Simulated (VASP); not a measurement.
Here is a VASP 6.6.1 calculation.

File INCAR:

```
SYSTEM = HfGe3
  ALGO = Normal
  EDIFF = 1E-6
  ENCUT = 520
  GGA = PE
  ISIF = 2
  ISMEAR = 0
  LASPH = .True.
  LCHARG = .False.
  LREAL = .False.
  LWAVE = .False.
  NBANDS = 34
  NELM = 80
  PREC = Accurate
  SIGMA = 0.05
```

File KPOINTS:

```
k-points
0
Gamma
  8 8 8
  0 0 0
```

File POSCAR:

```
HfGe3
1.0
    4.1189706663      0.0410559196     -0.0039795633
    0.0410559196      4.1991780283      0.0145329263
   -0.0039795633      0.0145329263      4.1662334848
Hf Ge
1 3
Direct
   -0.0679034839      0.0747170946     -0.0174192905
    0.0306170113      0.5614021490      0.4498199972
    0.5076453900      0.4293034556      0.0785276165
    0.5296410825     -0.0654226992      0.4890716768
```

Potentials or basis: VASP PAW PBE potentials, release 64 (Hf_pv, Ge_d).

The run is started by

```bash
$ cat potpaw_PBE.64/Hf_pv/POTCAR potpaw_PBE.64/Ge_d/POTCAR > POTCAR
$ mpirun -np 1 vasp_std > vasp.out
```

Question: Estimate the pressure.

Answer: 13.7 GPa.

Question: Predict the largest force.

Answer: 4.818 eV/Å.

Question: What does it give for the band gap on the k mesh?

Answer: Zero (bands 26 and 27 overlap by 1.74 eV).

Stress tensor (GPa, compression positive):
```
 23.06 -12.50  -2.05
-12.50  13.12   2.87
 -2.05   2.87   5.04
```

Caveat: the cell differs from its parent crystal (atoms moved at random and the cell strained at random); the cell stands under pressure; spin-orbit coupling is left out, which moves the levels of the heavy elements; forces of over 1 eV/Å act on the atoms, so gaps and moduli don't describe the material at rest.
